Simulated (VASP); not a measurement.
# RbHg (F-43m) in VASP: a series of runs

RbHg is run at these levels: PBE; tasks: single point, relaxation of cell and atoms.

Program: VASP 6.6.1. These are calculated values, not measurements. Logs are shortened: lines on timing, memory, paths and dates and some standing lists are left out, and cuts for length are marked.

### Step 1. The cell of the first run

It takes space group F-43m (No. 216, cubic). Conventional cell: a = 6.641 Å, b = 6.641 Å, c = 6.641 Å, α = 90.00°, β = 90.00°, γ = 90.00°. Rb (site symmetry -43m) has 4 Hg at 2.88 Å within 3.8 Å. Hg (site symmetry -43m) has 4 Rb at 2.88 Å within 3.8 Å.

### Step 2. Single point, PBE

Input file INCAR:

```
PREC     = Accurate       # precision mode
ENCUT    = 520            # plane-wave cutoff, eV
EDIFF    = 1E-6           # SCF threshold, eV
ISMEAR   = 0              # smearing method
SIGMA    = 0.1            # smearing width, eV
LREAL    = False          # projectors in reciprocal space
LASPH    = True           # aspherical terms in the spheres
NELM     = 100            # most SCF steps
ALGO     = Fast           # electronic algorithm
ISIF     = 2              # what is computed and relaxed
LWAVE    = False          # write WAVECAR
LCHARG   = False          # write CHGCAR
GGA      = PE             # functional
NBANDS   = 18             # bands
```

Input file KPOINTS:

```
Automatic mesh
0
Gamma
  4 4 4
```

Input file POSCAR:

```
RbHg
1.0
    0.0000000000      3.3207344500      3.3207344500
    3.3207344500      0.0000000000      3.3207344500
    3.3207344500      3.3207344500      0.0000000000
Rb Hg
1 1
Direct
    0.7500000000      0.7500000000      0.7500000000
    0.0000000000      0.0000000000      0.0000000000
```

Potentials or basis: VASP PAW PBE potentials, release 64 (Rb_sv, Hg).

On the command line:

```sh
> cat potpaw_PBE.64/Rb_sv/POTCAR potpaw_PBE.64/Hg/POTCAR > POTCAR
> mpirun -np 1 vasp_std > vasp.out
```

OUTCAR:

```text
PREC = Accurate
   ENCUT = 520
   EDIFF = 1E-6
   ISMEAR = 0
   LREAL = False
   LASPH = True
   NELM = 100
   ISIF = 2
   GGA = PE

 ion  position               nearest neighbor table
   1  0.750  0.750  0.750-   2 2.88   2 2.88   2 2.88   2 2.88
   2  0.000  0.000  0.000-   1 2.88   1 2.88   1 2.88   1 2.88

  LATTYP: Found a face centered cubic cell.
 ALAT       =     6.6414689000

  Lattice vectors:

 A1 = (   0.0000000000,   3.3207344500,   3.3207344500)
 A2 = (   3.3207344500,   0.0000000000,   3.3207344500)
 A3 = (   3.3207344500,   3.3207344500,   0.0000000000)

Analysis of symmetry for initial positions (statically):
=====================================================================
 Subroutine PRICEL returns:
 Original cell was already a primitive cell.

 Routine SETGRP: Setting up the symmetry group for a
 face centered cubic supercell.

 Subroutine GETGRP returns: Found 24 space group operations
 (whereof 24 operations were pure point group operations)
 out of a pool of 48 trial point group operations.

The static configuration has the point symmetry T_d .

Analysis of symmetry for dynamics (positions and initial velocities):
=====================================================================
 Subroutine PRICEL returns:
 Original cell was already a primitive cell.

 Routine SETGRP: Setting up the symmetry group for a
 face centered cubic supercell.

 Subroutine GETGRP returns: Found 24 space group operations
 (whereof 24 operations were pure point group operations)
 out of a pool of 48 trial point group operations.

The dynamic configuration has the point symmetry T_d .

 Subroutine INISYM returns: Found 24 space group operations
 (whereof 24 operations are pure point group operations),
 and found     1 'primitive' translations

----------------------------------------------------------------------------------------

                                     Primitive cell

  volume of cell :      73.2373

  direct lattice vectors                    reciprocal lattice vectors
     0.000000000  3.320734450  3.320734450    -0.150569101  0.150569101  0.150569101
     3.320734450  0.000000000  3.320734450     0.150569101 -0.150569101  0.150569101
     3.320734450  3.320734450  0.000000000     0.150569101  0.150569101 -0.150569101

  length of vectors
     4.696227696  4.696227696  4.696227696     0.260793333  0.260793333  0.260793333

  position of ions in fractional coordinates (direct lattice)
     0.750000000  0.750000000  0.750000000
     0.000000000  0.000000000  0.000000000

  ion indices of the primitive-cell ions
   primitive index   ion index
                 1           1
                 2           2

----------------------------------------------------------------------------------------

 KPOINTS: Automatic mesh

Automatic generation of k-mesh.
 Grid dimensions read from file:
 generate k-points for:    4    4    4

 Generating k-lattice:

  Cartesian coordinates                     Fractional coordinates (reciprocal lattice)
    -0.037642275  0.037642275  0.037642275     0.250000000  0.000000000  0.000000000
     0.037642275 -0.037642275  0.037642275     0.000000000  0.250000000  0.000000000
     0.037642275  0.037642275 -0.037642275     0.000000000  0.000000000  0.250000000

  Length of vectors
     0.065198333  0.065198333  0.065198333

  Shift w.r.t. Gamma in fractional coordinates (k-lattice)
     0.000000000  0.000000000  0.000000000

 Subroutine IBZKPT returns following result:
 ===========================================

 Found      8 irreducible k-points:

 Following reciprocal coordinates:
            Coordinates               Weight
  0.000000  0.000000  0.000000      1.000000
  0.250000  0.000000  0.000000      8.000000
  0.500000  0.000000  0.000000      4.000000
  0.250000  0.250000  0.000000      6.000000
  0.500000  0.250000  0.000000     24.000000
 -0.250000  0.250000  0.000000     12.000000
  0.500000  0.500000  0.000000      3.000000
 -0.250000  0.500000  0.250000      6.000000
   k-points           NKPTS =      8   k-points in BZ     NKDIM =      8   number of bands    NBANDS=     18
   number of dos      NEDOS =    301   number of ions     NIONS =      2
   total plane-waves  NPLWV =  46656
   dimension x,y,z NGX =    36 NGY =   36 NGZ =   36
   dimension x,y,z NGXF=    72 NGYF=   72 NGZF=   72
   ions per type =               1   1
   NGX,Y,Z   is equivalent  to a cutoff of  12.74, 12.74, 12.74 a.u.
   NGXF,Y,Z  is equivalent  to a cutoff of  25.49, 25.49, 25.49 a.u.
 SYSTEM =  unknown system
   PREC   = accura    normal or accurate (medium, high low for compatibility)
   ISTART =      0    job   : 0-new  1-cont  2-samecut
   ICHARG =      2    charge: 1-file 2-atom 10-const
   ISPIN  =      1    spin polarized calculation?
   LNONCOLLINEAR =      F non collinear calculations
   LSORBIT =      F    spin-orbit coupling
   LASPH  =      T    aspherical Exc in radial PAW
   ENCUT  =  520.0 eV  38.22 Ry    6.18 a.u.   8.73  8.73  8.73*2*pi/ulx,y,z
   NELM   =    100;   NELMIN=  2; NELMDL= -5     # of ELM steps
   EDIFF  = 0.1E-05   stopping-criterion for ELM
   LREAL  =      F    real-space projection
   EDIFFG = 0.1E-04   stopping-criterion for IOM
   NSW    =      0    number of steps for IOM
   IBRION =     -1    ionic relax: 0-MD 1-quasi-New 2-CG
   NFREE  =      0    steps in history (QN), initial steepest desc. (CG)
   ISIF   =      2    stress and relaxation
   ISYM   =      2    0-nonsym 1-usesym 2-fastsym
   POTIM  = 0.5000    time-step for ionic-motion
   TEBEG  =    0.0;   TEEND  =   0.0 temperature during run
   PSTRESS=    0.0 pullay stress
   NELECT =      21.0000    total number of electrons
   NUPDOWN=      -1.0000    fix difference up-down
   EMIN   =  10.00;   EMAX   =-10.00  energy-range for DOS
   EFERMI =   0.00;   METHOD = LEGACY
   ISMEAR =     0;   SIGMA  =   0.10  broadening in eV -4-tet -1-fermi 0-gaus
   EFERMI_NEDOS =   21; number of points for ismear=-14 and -15
   IALGO  =     68    algorithm
   IMIX   =      4    mixing-type and parameters
     AMIX     =   0.40;   BMIX     =  1.00
     AMIX_MAG =   1.60;   BMIX_MAG =  1.00
  volume/ion in A,a.u.               =      36.62       247.11
  Fermi-wavevector in a.u.,A,eV,Ry     =   1.079536  2.040027 15.856201  1.165398
  Thomas-Fermi vector in A             =   2.215504
   LORBIT       =      0    0 simple, 1 ext, 2 COOP (PROOUT), +10 PAW based schemes
   GGA     = PE    functional components
   LHFCALC =     F    Hartree Fock is set to
   AEXX    =    0.0000 exact exchange contribution
   IVDW    =     0    specifies the selected vdW correction
   LEPSILON=     F    determine dielectric tensor
   LRPA    =     F    only Hartree local field effects (RPA)
 non-spin polarized calculation
 RMM-DIIS sequential band-by-band and
 Gauss-broadening in eV      SIGMA  =   0.10
  energy-cutoff  :      520.00
  volume of cell :       73.24
 maximum number of plane-waves:      1996
 NGX is ok and might be reduce to    36
   NGX = 17   NGY = 17   NGZ = 17

 number of electron      20.9999999 magnetization

 Free energy of the ion-electron system (eV)
  ---------------------------------------------------
  ext. energy  EPLUGINS =         0.00000000
  ---------------------------------------------------
  free energy    TOTEN  =         0.53002881 eV

  energy without entropy =        0.53518156  energy(sigma->0) =        0.53260519

 E-fermi :   1.8931     XC(G=0):  -8.1941

 val. band max:        1.7182936082   @ k =   0.5000   0.2500   0.0000
 cond. band min:       1.9597193420   @ k =   0.2500   0.2500   0.0000
 fundamental gap:      0.2414257338
 Fermi energy:         1.8930586786

 k-point     1 :       0.0000    0.0000    0.0000
  band No.  band energies     occupation
      1     -26.2931      2.00000
      2     -10.7028      2.00000
      3     -10.7028      2.00000
      4     -10.7028      2.00000
      5      -6.1152      2.00000
      6      -6.1152      2.00000
[... 10 lines left out ...]
     17       9.8662      0.00000
     18       9.8664      0.00000

 k-point     2 :       0.2500    0.0000    0.0000
  band No.  band energies     occupation
      1     -26.2842      2.00000
      2     -10.8069      2.00000
      3     -10.6930      2.00000
      4     -10.6930      2.00000
      5      -6.1158      2.00000
      6      -6.1158      2.00000
[... 10 lines left out ...]
     17       9.7491      0.00000
     18      10.3440      0.00000

 k-point     3 :       0.5000    0.0000    0.0000
  band No.  band energies     occupation
      1     -26.2753      2.00000
      2     -10.8975      2.00000
      3     -10.6837      2.00000
      4     -10.6837      2.00000
      5      -6.1170      2.00000
      6      -6.0893      2.00000
[... 10 lines left out ...]
     17       8.1539      0.00000
     18       9.3311      0.00000

 k-point     4 :       0.2500    0.2500    0.0000
  band No.  band energies     occupation
      1     -26.2813      2.00000
      2     -10.8380      2.00000
      3     -10.6893      2.00000
      4     -10.6893      2.00000
      5      -6.1697      2.00000
      6      -6.0780      2.00000
[... 10 lines left out ...]
     17      10.5809      0.00000
     18      10.7190      0.00000

 k-point     5 :       0.5000    0.2500    0.0000
  band No.  band energies     occupation
      1     -26.2724      2.00000
      2     -10.8838      2.00000
      3     -10.7214      2.00000
      4     -10.6791      2.00000
      5      -6.1468      2.00000
      6      -6.0847      2.00000
[... 10 lines left out ...]
     17       9.1850      0.00000
     18       9.7704      0.00000

 k-point     6 :      -0.2500    0.2500    0.0000
  band No.  band energies     occupation
      1     -26.2753      2.00000
      2     -10.8443      2.00000
      3     -10.7377      2.00000
      4     -10.6828      2.00000
      5      -6.1314      2.00000
      6      -6.1104      2.00000
[... 10 lines left out ...]
     17       9.4127      0.00000
     18      10.0841      0.00000

 k-point     7 :       0.5000    0.5000    0.0000
  band No.  band energies     occupation
      1     -26.2695      2.00000
      2     -10.9508      2.00000
      3     -10.6742      2.00000
      4     -10.6742      2.00000
      5      -6.1497      2.00000
      6      -6.0722      2.00000
[... 10 lines left out ...]
     17       8.6977      0.00000
     18       8.6977      0.00000

 k-point     8 :      -0.2500    0.5000    0.2500
  band No.  band energies     occupation
      1     -26.2695      2.00000
      2     -10.8624      2.00000
      3     -10.7667      2.00000
      4     -10.6751      2.00000
      5      -6.1631      2.00000
      6      -6.0697      2.00000
[... 10 lines left out ...]
     17       8.5452      0.00000
     18      10.0494      0.00000

------------------------ aborting loop because EDIFF is reached ----------------------------------------

  FORCE on cell =-STRESS in cart. coord.  units (eV):
  Direction    XX          YY          ZZ          XY          YZ          ZX
  --------------------------------------------------------------------------------------
  -------------------------------------------------------------------------------------
  Total        6.0939018      6.0939018      6.0939018      0.0000000      0.0000000     -0.0000000
  in kB      133.3133367    133.3133367    133.3133367      0.0000000      0.0000000     -0.0000000
  external PRESSURE =     133.3133367 kB  Pullay stress =       0.0000000 kB

 VOLUME and BASIS-vectors are now :
 -----------------------------------------------------------------------------
  energy-cutoff  :      520.00
  volume of cell :       73.24
      direct lattice vectors                 reciprocal lattice vectors
     0.000000000  3.320734450  3.320734450    -0.150569101  0.150569101  0.150569101
     3.320734450  0.000000000  3.320734450     0.150569101 -0.150569101  0.150569101
     3.320734450  3.320734450  0.000000000     0.150569101  0.150569101 -0.150569101

 POSITION                                       TOTAL-FORCE (eV/Angst)
 -----------------------------------------------------------------------------------
      4.98110      4.98110      4.98110        -0.000000     -0.000000     -0.000000
      0.00000      0.00000      0.00000         0.000000      0.000000      0.000000
 -----------------------------------------------------------------------------------
    total drift:                                0.000000      0.000000      0.000000

  FREE ENERGIE OF THE ION-ELECTRON SYSTEM (eV)
  ---------------------------------------------------
  free  energy   TOTEN  =         0.5300288135 eV

  energy  without entropy=        0.5351815625  energy(sigma->0) =        0.53260519
```

Wall time 6 s (1 thread of Intel Xeon 6975P-C (Granite Rapids), shared host); peak memory 0.2 GiB.

Results:

```
Free energy : 0.5300 eV
Pressure    : 13.3 GPa
```

Caveat: the k points lie up to 0.41 Å⁻¹ apart; spin-orbit coupling is left out, which moves the levels of the heavy elements.

### Step 3. Single point, PBE

This run uses another cell than the first one, of 69.84 Å³/atom, 1.907 times its volume.

Input file INCAR:

```
ALGO = Normal ; EDIFF = 1E-6
ENCUT = 520 ; GGA = PE
ISIF = 2 ; ISMEAR = 0
LASPH = True ; LCHARG = True
LELF = True ; LREAL = False
LVHAR = True ; LWAVE = False
NBANDS = 18 ; NELM = 100
PREC = Accurate ; SIGMA = 0.1
```

Input file KPOINTS:

```
k-points
0
Gamma
  4 4 4
```

Input file POSCAR:

```
RbHg
1.0
    0.0000000000      4.1181421927      4.1181421927
    4.1181421927      0.0000000000      4.1181421927
    4.1181421927      4.1181421927      0.0000000000
Rb Hg
1 1
Direct
    0.7500000000      0.7500000000      0.7500000000
    0.0000000000      0.0000000000      0.0000000000
```

Potentials or basis: VASP PAW PBE potentials, release 64 (Rb_sv, Hg).

On the command line:

```sh
> cat potpaw_PBE.64/Rb_sv/POTCAR potpaw_PBE.64/Hg/POTCAR > POTCAR
> mpirun -np 1 vasp_std > vasp.out
```

OUTCAR:

```text
EDIFF = 1E-6
   ENCUT = 520
   GGA = PE
   ISIF = 2
   ISMEAR = 0
   LASPH = True
   LREAL = False
   NELM = 100
   PREC = Accurate

 ion  position               nearest neighbor table
   1  0.750  0.750  0.750-   2 3.57   2 3.57   2 3.57   2 3.57
   2  0.000  0.000  0.000-   1 3.57   1 3.57   1 3.57   1 3.57

  LATTYP: Found a face centered cubic cell.
 ALAT       =     8.2362843854

  Lattice vectors:

 A1 = (   0.0000000000,   4.1181421927,   4.1181421927)
 A2 = (   4.1181421927,   0.0000000000,   4.1181421927)
 A3 = (   4.1181421927,   4.1181421927,   0.0000000000)

Analysis of symmetry for initial positions (statically):
=====================================================================
 Subroutine PRICEL returns:
 Original cell was already a primitive cell.

 Routine SETGRP: Setting up the symmetry group for a
 face centered cubic supercell.

 Subroutine GETGRP returns: Found 24 space group operations
 (whereof 24 operations were pure point group operations)
 out of a pool of 48 trial point group operations.

The static configuration has the point symmetry T_d .
[... 141 lines left out ...]
  free energy    TOTEN  =        -1.02362610 eV

  energy without entropy =       -1.00155935  energy(sigma->0) =       -1.01259273

 E-fermi :  -0.1039     XC(G=0):  -5.9043

 val. band max:       -0.1805867135   @ k =   0.5000   0.2500   0.0000
 cond. band min:      -0.0778335864   @ k =  -0.2500   0.2500   0.0000
 fundamental gap:      0.1027531271
 Fermi energy:        -0.1039451931

 k-point     1 :       0.0000    0.0000    0.0000
  band No.  band energies     occupation
      1     -28.7221      2.00000
      2     -12.8306      2.00000
      3     -12.8306      2.00000
      4     -12.8306      2.00000
      5      -7.5295      2.00000
      6      -7.5295      2.00000
[... 145 lines left out ...]
      5      -7.5456      2.00000
      6      -7.5412      2.00000
[... 10 lines left out ...]
     17       4.4921      0.00000
     18       5.4667      0.00000

------------------------ aborting loop because EDIFF is reached ----------------------------------------

  FORCE on cell =-STRESS in cart. coord.  units (eV):
  Direction    XX          YY          ZZ          XY          YZ          ZX
  --------------------------------------------------------------------------------------
  -------------------------------------------------------------------------------------
  Total        0.1390673      0.1390673      0.1390673      0.0000000     -0.0000000     -0.0000000
  in kB        1.5951505      1.5951505      1.5951505      0.0000000     -0.0000000     -0.0000000
  external PRESSURE =       1.5951505 kB  Pullay stress =       0.0000000 kB

 VOLUME and BASIS-vectors are now :
 -----------------------------------------------------------------------------
  energy-cutoff  :      520.00
  volume of cell :      139.68
      direct lattice vectors                 reciprocal lattice vectors
     0.000000000  4.118142193  4.118142193    -0.121413972  0.121413972  0.121413972
     4.118142193  0.000000000  4.118142193     0.121413972 -0.121413972  0.121413972
     4.118142193  4.118142193  0.000000000     0.121413972  0.121413972 -0.121413972

 POSITION                                       TOTAL-FORCE (eV/Angst)
 -----------------------------------------------------------------------------------
      6.17721      6.17721      6.17721        -0.000000     -0.000000     -0.000000
      0.00000      0.00000      0.00000         0.000000      0.000000      0.000000
 -----------------------------------------------------------------------------------
    total drift:                                0.000000      0.000000      0.000000

  FREE ENERGIE OF THE ION-ELECTRON SYSTEM (eV)
  ---------------------------------------------------
  free  energy   TOTEN  =        -1.0236261044 eV

  energy  without entropy=       -1.0015593516  energy(sigma->0) =       -1.01259273
```

OSZICAR:

```text
N       E                     dE             d eps       ncg     rms          rms(c)
DAV:   1     0.131744630669E+03    0.13174E+03   -0.83703E+03   288   0.906E+02
DAV:   2     0.786030758516E+01   -0.12388E+03   -0.12027E+03   312   0.224E+02
DAV:   3    -0.615744394939E+00   -0.84761E+01   -0.84362E+01   448   0.545E+01
DAV:   4    -0.102226417005E+01   -0.40652E+00   -0.40260E+00   396   0.765E+00
DAV:   5    -0.102968711162E+01   -0.74229E-02   -0.74226E-02   388   0.951E-01    0.212E+00
DAV:   6    -0.102126588618E+01    0.84212E-02   -0.42096E-02   360   0.136E+00    0.116E+00
DAV:   7    -0.102269809420E+01   -0.14322E-02   -0.50387E-03   300   0.478E-01    0.449E-01
DAV:   8    -0.102346078783E+01   -0.76269E-03   -0.92396E-04   364   0.188E-01    0.327E-02
DAV:   9    -0.102360006667E+01   -0.13928E-03   -0.14922E-04   348   0.568E-02    0.102E-02
DAV:  10    -0.102362109280E+01   -0.21026E-04   -0.27230E-05   352   0.186E-02    0.587E-03
DAV:  11    -0.102362585333E+01   -0.47605E-05   -0.10665E-05   264   0.922E-03    0.144E-03
DAV:  12    -0.102362610444E+01   -0.25111E-06   -0.25040E-07   296   0.239E-03
   1 F= -.10236261E+01 E0= -.10125927E+01  d E =-.220668E-01
```

Wall time 13 s (1 thread of Intel Xeon 6975P-C (Granite Rapids), shared host); peak memory 0.31 GiB.

Results:

| Quantity | Value |
| --- | --- |
| Free energy | -1.0236 eV |
| Pressure | 0.2 GPa |

Caveat: spin-orbit coupling is left out, which moves the levels of the heavy elements.

(Continued in part 2 of 2.)
